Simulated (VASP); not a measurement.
# Re (Fd-3m) in VASP: notebook

Re is run at these levels: PBEsol; tasks: single point, relaxation of cell and atoms.

Everything below comes from runs of VASP 6.6.1. Logs are shortened: lines on timing, memory, paths and dates and some standing lists are left out, and cuts for length are marked.

## (1) The cell of the first run

The structure is cubic, space group Fd-3m (No. 227). Conventional cell: a = 5.740 Å, b = 5.740 Å, c = 5.740 Å, α = 90.00°, β = 90.00°, γ = 90.00°. Re (site symmetry -43m) has 4 Re at 2.49 Å within 3.3 Å.

This isn't the form of Re at room conditions, which is hcp.

## (2) Single point, PBEsol (23.65 Å³/atom)

File INCAR:

```
SYSTEM = Re
PREC = Accurate
ENCUT = 560
EDIFF = 1E-6
ISMEAR = -1
SIGMA = 0.1
LREAL = .False.
LASPH = .True.
NELM = 120
ALGO = Normal
ISIF = 2
LWAVE = .False.
LCHARG = .False.
GGA = PS
NBANDS = 22
GGA_COMPAT = .False.
```

File KPOINTS:

```
regular mesh
0
Gamma
  11 11 11
  0 0 0
```

File POSCAR:

```
Re
1.0
    0.0000000000      2.8702146672      2.8702146672
    2.8702146672      0.0000000000      2.8702146672
    2.8702146672      2.8702146672      0.0000000000
Re
2
Direct
    0.1250000000      0.1250000000      0.1250000000
    0.8750000000      0.8750000000      0.8750000000
```

Potentials or basis: VASP PAW PBE potentials, release 64 (Re_sv_GW).

On the command line:

```
$ cat potpaw_PBE.64/Re_sv_GW/POTCAR > POTCAR
$ mpirun -np 1 vasp_std > vasp.out
```

OUTCAR:

```text
SYSTEM = Re
   PREC = Accurate
   ENCUT = 560
   EDIFF = 1E-6
   ISMEAR = -1
   LREAL = .False.
   LASPH = .True.
   NELM = 120
   ISIF = 2
   GGA = PS

 ion  position               nearest neighbor table
   1  0.125  0.125  0.125-   2 2.49   2 2.49   2 2.49   2 2.49
   2  0.875  0.875  0.875-   1 2.49   1 2.49   1 2.49   1 2.49

  LATTYP: Found a face centered cubic cell.
 ALAT       =     5.7404293344

  Lattice vectors:

 A1 = (   0.0000000000,   2.8702146672,   2.8702146672)
 A2 = (   2.8702146672,   0.0000000000,   2.8702146672)
 A3 = (   2.8702146672,   2.8702146672,   0.0000000000)

Analysis of symmetry for initial positions (statically):
=====================================================================
 Subroutine PRICEL returns:
 Original cell was already a primitive cell.

 Routine SETGRP: Setting up the symmetry group for a
 face centered cubic supercell.

 Subroutine GETGRP returns: Found 48 space group operations
 (whereof 12 operations were pure point group operations)
 out of a pool of 48 trial point group operations.

The static configuration has the point symmetry D_3d.
 The point group associated with its full space group is O_h .

Analysis of symmetry for dynamics (positions and initial velocities):
=====================================================================
 Subroutine PRICEL returns:
 Original cell was already a primitive cell.

 Routine SETGRP: Setting up the symmetry group for a
 face centered cubic supercell.

 Subroutine GETGRP returns: Found 48 space group operations
 (whereof 12 operations were pure point group operations)
 out of a pool of 48 trial point group operations.

The dynamic configuration has the point symmetry D_3d.
 The point group associated with its full space group is O_h .

 Subroutine INISYM returns: Found 48 space group operations
 (whereof 12 operations are pure point group operations),
 and found     1 'primitive' translations

----------------------------------------------------------------------------------------

                                     Primitive cell

  volume of cell :      47.2904

  direct lattice vectors                    reciprocal lattice vectors
     0.000000000  2.870214667  2.870214667    -0.174202998  0.174202998  0.174202998
     2.870214667  0.000000000  2.870214667     0.174202998 -0.174202998  0.174202998
     2.870214667  2.870214667  0.000000000     0.174202998  0.174202998 -0.174202998

  length of vectors
     4.059096509  4.059096509  4.059096509     0.301728443  0.301728443  0.301728443

  position of ions in fractional coordinates (direct lattice)
     0.125000000  0.125000000  0.125000000
     0.875000000  0.875000000  0.875000000

  ion indices of the primitive-cell ions
   primitive index   ion index
                 1           1
                 2           2

----------------------------------------------------------------------------------------

 KPOINTS: regular mesh

Automatic generation of k-mesh.
 Grid dimensions read from file:
 generate k-points for:   11   11   11

 Generating k-lattice:

  Cartesian coordinates                     Fractional coordinates (reciprocal lattice)
    -0.015836636  0.015836636  0.015836636     0.090909091  0.000000000  0.000000000
     0.015836636 -0.015836636  0.015836636     0.000000000  0.090909091  0.000000000
     0.015836636  0.015836636 -0.015836636     0.000000000  0.000000000  0.090909091

  Length of vectors
     0.027429858  0.027429858  0.027429858

  Shift w.r.t. Gamma in fractional coordinates (k-lattice)
     0.000000000  0.000000000  0.000000000

 Subroutine IBZKPT returns following result:
 ===========================================

 Found     56 irreducible k-points:

 Following reciprocal coordinates:
            Coordinates               Weight
  0.000000  0.000000  0.000000      1.000000
  0.090909  0.000000  0.000000      8.000000
  0.181818  0.000000  0.000000      8.000000
  0.272727  0.000000  0.000000      8.000000
  0.363636  0.000000  0.000000      8.000000
  0.454545  0.000000  0.000000      8.000000
[... 16 lines left out ...]
 -0.272727  0.181818  0.000000     24.000000
 -0.181818  0.181818  0.000000     12.000000
 [... further k-points ...]
   k-points           NKPTS =     56   k-points in BZ     NKDIM =     56   number of bands    NBANDS=     22
   number of dos      NEDOS =    301   number of ions     NIONS =      2
   total plane-waves  NPLWV =  32768
   dimension x,y,z NGX =    32 NGY =   32 NGZ =   32
   dimension x,y,z NGXF=    64 NGYF=   64 NGZF=   64
   ions per type =               2
   NGX,Y,Z   is equivalent  to a cutoff of  13.11, 13.11, 13.11 a.u.
   NGXF,Y,Z  is equivalent  to a cutoff of  26.21, 26.21, 26.21 a.u.
 SYSTEM =  Re
   PREC   = accura    normal or accurate (medium, high low for compatibility)
   ISTART =      0    job   : 0-new  1-cont  2-samecut
   ICHARG =      2    charge: 1-file 2-atom 10-const
   ISPIN  =      1    spin polarized calculation?
   LNONCOLLINEAR =      F non collinear calculations
   LSORBIT =      F    spin-orbit coupling
   LASPH  =      T    aspherical Exc in radial PAW
   ENCUT  =  560.0 eV  41.16 Ry    6.42 a.u.   7.83  7.83  7.83*2*pi/ulx,y,z
   NELM   =    120;   NELMIN=  2; NELMDL= -5     # of ELM steps
   EDIFF  = 0.1E-05   stopping-criterion for ELM
   LREAL  =      F    real-space projection
   EDIFFG = 0.1E-04   stopping-criterion for IOM
   NSW    =      0    number of steps for IOM
   IBRION =     -1    ionic relax: 0-MD 1-quasi-New 2-CG
   NFREE  =      0    steps in history (QN), initial steepest desc. (CG)
   ISIF   =      2    stress and relaxation
   ISYM   =      2    0-nonsym 1-usesym 2-fastsym
   POTIM  = 0.5000    time-step for ionic-motion
   TEBEG  =    0.0;   TEEND  =   0.0 temperature during run
   PSTRESS=    0.0 pullay stress
   NELECT =      30.0000    total number of electrons
   NUPDOWN=      -1.0000    fix difference up-down
   EMIN   =  10.00;   EMAX   =-10.00  energy-range for DOS
   EFERMI =   0.00;   METHOD = LEGACY
   ISMEAR =    -1;   SIGMA  =   0.10  broadening in eV -4-tet -1-fermi 0-gaus
   EFERMI_NEDOS =   21; number of points for ismear=-14 and -15
   IALGO  =     38    algorithm
   IMIX   =      4    mixing-type and parameters
     AMIX     =   0.40;   BMIX     =  1.00
     AMIX_MAG =   1.60;   BMIX_MAG =  1.00
  volume/ion in A,a.u.               =      23.65       159.57
  Fermi-wavevector in a.u.,A,eV,Ry     =   1.406666  2.658213 26.921959  1.978708
  Thomas-Fermi vector in A             =   2.529003
   LORBIT       =      0    0 simple, 1 ext, 2 COOP (PROOUT), +10 PAW based schemes
   GGA     = PS    functional components
   LHFCALC =     F    Hartree Fock is set to
   AEXX    =    0.0000 exact exchange contribution
   IVDW    =     0    specifies the selected vdW correction
   LEPSILON=     F    determine dielectric tensor
   LRPA    =     F    only Hartree local field effects (RPA)
 non-spin polarized calculation
  energy-cutoff  :      560.00
  volume of cell :       47.29
 maximum number of plane-waves:      1433
   NGX = 15   NGY = 15   NGZ = 15

 number of electron      30.0000003 magnetization

 Free energy of the ion-electron system (eV)
  ---------------------------------------------------
  ext. energy  EPLUGINS =         0.00000000
  ---------------------------------------------------
  free energy    TOTEN  =       -26.37650557 eV

  energy without entropy =      -26.33145966  energy(sigma->0) =      -26.35398262

 E-fermi :   6.0859     XC(G=0): -11.2384

 val. band max:        6.0820587283   @ k =  -0.4545   0.4545   0.0000
 cond. band min:       6.1047505839   @ k =  -0.3636   0.2727   0.0909
 fundamental gap:      0.0226918556
 Fermi energy:         6.0859247575

 k-point     1 :       0.0000    0.0000    0.0000
  band No.  band energies     occupation
      1     -73.5899      2.00000
      2     -73.3215      2.00000
      3     -35.6413      2.00000
      4     -35.6413      2.00000
      5     -35.6413      2.00000
      6     -34.8293      2.00000
[... 14 lines left out ...]
     21      16.8763      0.00000
     22      18.4630      0.00000

 k-point     2 :       0.0909    0.0000    0.0000
  band No.  band energies     occupation
      1     -73.5860      2.00000
      2     -73.3259      2.00000
      3     -35.6491      2.00000
      4     -35.6491      2.00000
      5     -35.6398      2.00000
      6     -34.8318      2.00000
[... 14 lines left out ...]
     21      16.9686      0.00000
     22      18.4911      0.00000

 k-point     3 :       0.1818    0.0000    0.0000
  band No.  band energies     occupation
      1     -73.5744      2.00000
      2     -73.3376      2.00000
      3     -35.6684      2.00000
      4     -35.6684      2.00000
      5     -35.6349      2.00000
      6     -34.8384      2.00000
[... 14 lines left out ...]
     21      16.2876      0.00000
     22      18.0387      0.00000

 k-point     4 :       0.2727    0.0000    0.0000
  band No.  band energies     occupation
      1     -73.5575      2.00000
      2     -73.3548      2.00000
      3     -35.6925      2.00000
      4     -35.6925      2.00000
      5     -35.6284      2.00000
      6     -34.8472      2.00000
[... 14 lines left out ...]
     21      15.9437      0.00000
     22      17.0907      0.00000

 k-point     5 :       0.3636    0.0000    0.0000
  band No.  band energies     occupation
      1     -73.5389      2.00000
      2     -73.3738      2.00000
      3     -35.7134      2.00000
      4     -35.7134      2.00000
      5     -35.6238      2.00000
      6     -34.8547      2.00000
[... 417 lines left out ...]
 k-point    22 :      -0.3636    0.1818    0.0000
  band No.  band energies     occupation
      1     -73.5158      2.00000
      2     -73.3972      2.00000
      3     -35.7941      2.00000
      4     -35.7372      2.00000
      5     -35.5117      2.00000
      6     -34.9665      2.00000
[... 14 lines left out ...]
     21      13.2383      0.00000
     22      14.9886      0.00000

 k-point    23 :      -0.2727    0.1818    0.0000
  band No.  band energies     occupation
      1     -73.5326      2.00000
      2     -73.3801      2.00000
      3     -35.7769      2.00000
      4     -35.7154      2.00000
      5     -35.5411      2.00000
      6     -34.9360      2.00000
[... 14 lines left out ...]
     21      13.4468      0.00000
     22      16.0278      0.00000

 k-point    24 :      -0.1818    0.1818    0.0000
  band No.  band energies     occupation
      1     -73.5510      2.00000
      2     -73.3612      2.00000
      3     -35.7448      2.00000
      4     -35.6914      2.00000
      5     -35.5777      2.00000
      6     -34.8978      2.00000
[... 14 lines left out ...]
     21      14.1370      0.00000
     22      16.6151      0.00000

 [... further k-points ...]
[... 5 lines left out ...]
  --------------------------------------------------------------------------------------
  -------------------------------------------------------------------------------------
  Total       -4.3033620     -4.3033620     -4.3033620     -0.0000000     -0.0000000      0.0000000
  in kB     -145.7959069   -145.7959069   -145.7959069     -0.0000000     -0.0000000      0.0000000
  external PRESSURE =    -145.7959069 kB  Pullay stress =       0.0000000 kB

 VOLUME and BASIS-vectors are now :
 -----------------------------------------------------------------------------
  energy-cutoff  :      560.00
  volume of cell :       47.29
      direct lattice vectors                 reciprocal lattice vectors
     0.000000000  2.870214667  2.870214667    -0.174202998  0.174202998  0.174202998
     2.870214667  0.000000000  2.870214667     0.174202998 -0.174202998  0.174202998
     2.870214667  2.870214667  0.000000000     0.174202998  0.174202998 -0.174202998

 POSITION                                       TOTAL-FORCE (eV/Angst)
 -----------------------------------------------------------------------------------
      0.71755      0.71755      0.71755         0.000000     -0.000000     -0.000000
      5.02288      5.02288      5.02288        -0.000000      0.000000      0.000000
 -----------------------------------------------------------------------------------
    total drift:                                0.000000      0.000000     -0.000000

  FREE ENERGIE OF THE ION-ELECTRON SYSTEM (eV)
  ---------------------------------------------------
  free  energy   TOTEN  =       -26.3765055679 eV

  energy  without entropy=      -26.3314596650  energy(sigma->0) =      -26.35398262
```

Run time: 2.8 min. Hardware: 1 thread of AMD EPYC 7R43 (Zen 3), shared host; peak memory 0.18 GiB.

Results:

| Property | Result |
| --- | --- |
| Free energy | -26.3765 eV |
| Pressure | -14.6 GPa |
| Band gap on the k mesh | zero (bands 15 and 16 overlap by 1.10 eV) |

Caveat: the cell stands under tension; the PAW data sets were made with another functional, which shifts forces and pressure a little; spin-orbit coupling is left out, which moves the levels of the heavy elements.

## (3) Relaxation of cell and atoms, PBEsol

This run uses another cell than the first one, of 19.86 Å³/atom.

File INCAR:

```
PREC = Accurate
ENCUT = 560
EDIFF = 1E-7
ISMEAR = -1
SIGMA = 0.1
LREAL = F
LASPH = T
NELM = 120
ALGO = Normal
ISIF = 3
LWAVE = F
LCHARG = F
GGA = PS
IBRION = 2
NSW = 80
EDIFFG = -0.01
GGA_COMPAT = F
NELMIN = 4
```

File KPOINTS:

```
regular mesh
0
Gamma
  10 10 10
```

File POSCAR:

```
Re
1.0
    0.0000000000      2.7082441576      2.7082441576
    2.7082441576      0.0000000000      2.7082441576
    2.7082441576      2.7082441576      0.0000000000
Re
2
Direct
    0.1250000000      0.1250000000      0.1250000000
    0.8750000000      0.8750000000      0.8750000000
```

Potentials or basis: VASP PAW PBE potentials, release 64 (Re_sv_GW).

On the command line:

```
$ cat potpaw_PBE.64/Re_sv_GW/POTCAR > POTCAR
$ mpirun -np 1 vasp_std > vasp.out
```

Wall time 3.9 min (1 thread of Intel Xeon 6975P-C (Granite Rapids), shared host); peak memory 0.21 GiB.

The run converged. Its results:

| Item | Value |
| --- | --- |
| Free energy | -26.4859 eV |
| Relaxed volume | 21.68 Å³/atom |
| Relaxed cell | a = 3.943 Å, b = 3.943 Å, c = 3.943 Å, α = 60.00°, β = 60.00°, γ = 60.00° |
| Space group after relaxing (to 0.1 Å) | Fd-3m (No. 227) |
| Pressure after relaxing | 0.0 GPa |
| Band gap on the k mesh | zero (bands 15 and 16 overlap by 1.25 eV) |

Final structure:
```yaml
crystal:
  lattice:
    - [0.00000, 2.78843, 2.78843]
    - [2.78843, 0.00000, 2.78843]
    - [2.78843, 2.78843, 0.00000]
  atoms:
    - { symbol: Re, position: [0.12500, 0.12500, 0.12500] }
    - { symbol: Re, position: [0.87500, 0.87500, 0.87500] }
```

Levels at points of the mesh, in eV from the Fermi level:
| k point | band 11 | band 12 | band 13 | band 14 | band 15 | band 16 | band 17 | band 18 | band 19 |
| --- | --- | --- | --- | --- | --- | --- | --- | --- | --- |
| (0.00, 0.00, 0.00) | -3.13 | -2.27 | -2.27 | -2.27 | 0.70 | 0.70 | 0.70 | 4.35 | 4.35 |
| (0.50, 0.00, 0.00) | -2.82 | -2.82 | -2.52 | -2.52 | -0.88 | 1.82 | 1.82 | 3.44 | 3.44 |
| (0.50, 0.50, 0.00) | -2.46 | -2.46 | -1.91 | -1.91 | -0.01 | -0.01 | 3.84 | 3.84 | 4.81 |

Caveat: the PAW data sets were made with another functional, which shifts forces and pressure a little; spin-orbit coupling is left out, which moves the levels of the heavy elements.

The gap in the log of VASP goes by the Fermi energy; the results here count the filled bands.